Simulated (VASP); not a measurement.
Write the native input for VASP 6.6.1 that does the following.

* Task: single point
* Functional: PBE
* Potentials or basis: VASP PAW PBE potentials, release 64 (Zn, H)
* Cutoff: 500 eV
* k mesh: 4 × 4 × 4
* Occupations: gaussian, width 0.1 eV
* Spin: no spin polarisation
* Dipole correction: no
* Further INCAR settings: ALGO = Normal; EDIFF = 1e-06; NBANDS = 58

The structure of Zn8H lies in POSCAR:

```
Zn8H
1.0
   -3.1380740000      3.1380740000      3.1380740000
    3.1380740000     -3.1380740000      3.1380740000
    3.1380740000      3.1380740000     -3.1380740000
Zn H
8 1
Direct
    0.0000000000      0.0000000000      0.0000000000
    0.0000000000      0.0000000000      0.5000000000
    0.0000000000      0.5000000000      0.0000000000
    0.0000000000      0.5000000000      0.5000000000
    0.5000000000      0.0000000000      0.0000000000
    0.5000000000      0.0000000000      0.5000000000
    0.5000000000      0.5000000000      0.0000000000
    0.5000000000      0.5000000000      0.5000000000
    0.1250000000      0.2500000000      0.3750000000
```

The input as run:

INCAR

```
SYSTEM = Zn8H
  PREC = Accurate
  ENCUT = 500
  EDIFF = 1E-6
  ISMEAR = 0
  SIGMA = 0.1
  LREAL = .FALSE.
  LASPH = .TRUE.
  NELM = 120
  ALGO = Normal
  ISIF = 2
  LWAVE = .FALSE.
  LCHARG = .FALSE.
  GGA = PE
  NBANDS = 58
  GGA_COMPAT = .FALSE.
```

KPOINTS

```
regular mesh
0
G
  4 4 4
  0 0 0
```

Potentials or basis: VASP PAW PBE potentials, release 64 (Zn, H).

Command:

```console
$ cat potpaw_PBE.64/Zn/POTCAR potpaw_PBE.64/H/POTCAR > POTCAR
$ mpirun -np 1 vasp_std > vasp.out
```

It gave:

```
Pressure      : 4.2 GPa
Largest force : 1.043 eV/Å
```

Caveat: forces of over 1 eV/Å act on the atoms, so gaps and moduli don't describe the material at rest.

Wall time 45 s on 1 thread of Intel(R) Xeon(R) 6975P-C (Granite Rapids), on a shared host, peak memory 0.25 GiB.
